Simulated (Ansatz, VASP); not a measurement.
**Two plane-wave programs on Zr**

```
Zr
1.0
     3.17986    0.00000    0.00000
    -1.58993    2.75384    0.00000
     0.00000    0.00000    5.31717
Zr
2
Direct
  0.33333 0.66667 0.25000
  0.66667 0.33333 0.75000
```

Alike in both runs: task single point; functional PBEsol; k mesh 18 × 18 × 10; occupations gaussian, width 0.15 eV; no spin polarisation.

|  | VASP | Ansatz |
| --- | --- | --- |
| version | VASP 6.6.1 | Ansatz 0.2.0 |
| potentials or method | VASP PAW PBE potentials, release 64 (Zr_sv), cutoff 520 eV | scalar-relativistic, plane waves, PAW |
| valence electrons in the cell | 24 | 24 |

Ansatz gave:

| Quantity | Value |
| --- | --- |
| gap on the k mesh at the Fermi level (eV) | none |
| pressure (GPa) | -3.5 |
| traceless stress, the component that is largest in VASP (GPa) | -2.23 |

What did VASP give for the same quantities?

gap on the k mesh at the Fermi level (eV): none; pressure (GPa): -3.5; traceless stress, the component that is largest in VASP (GPa): -2.24.

VASP's potentials were made for PBE, not for PBEsol. A gap of «none» marks a metal or a gap that the smearing closes. The functional is the same, so the differences come from potentials, cutoffs and numerics.
